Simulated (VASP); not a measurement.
Al3Cu, 4 atoms in the cell. It takes space group P4/mmm (No. 123, tetragonal). The conventional cell has a = 2.780 Å, b = 2.780 Å, c = 7.603 Å, α = 90.00°, β = 90.00°, γ = 90.00°. Al (site symmetry 4/mmm) has 12 Al at 2.78 to 2.89 Å within 3.7 Å. Within 3.4 Å of Al (site symmetry 4mm) lie 4 Cu at 2.58 Å and 9 Al at 2.78 to 3.36 Å. Cu (site symmetry 4/mmm) has 8 Al at 2.58 Å and 4 Cu at 2.78 Å within 3.4 Å. 

| Property | Result |
| --- | --- |
| Program | VASP 6.6.1 |
| Task | single point |
| Functional | PBEsol |
| Potentials or basis | VASP PAW PBE potentials, release 64 (Al, Cu) |
| Cutoff | 520 eV |
| k mesh | 16 × 16 × 6 |
| Occupations | gaussian, width 0.1 eV |
| Spin | no spin polarisation |
| Dipole correction | no |
| Further INCAR settings | ALGO = Fast; EDIFF = 1e-06; NBANDS = 18 |

Potentials or basis: VASP PAW PBE potentials, release 64 (Al, Cu).

Run with:

```bash
$ cat potpaw_PBE.64/Al/POTCAR potpaw_PBE.64/Cu/POTCAR > POTCAR
$ mpirun -np 1 vasp_std > vasp.out
```

Hardware: 1 thread of Intel(R) Xeon(R) 6975P-C (Granite Rapids) (shared host).

Q: Estimate the wall time of this run.

A: Run time: 89 s on 1 thread of Intel(R) Xeon(R) 6975P-C (Granite Rapids), on a shared host, peak memory 0.31 GiB. Counts: scf iterations 18, k points 180.
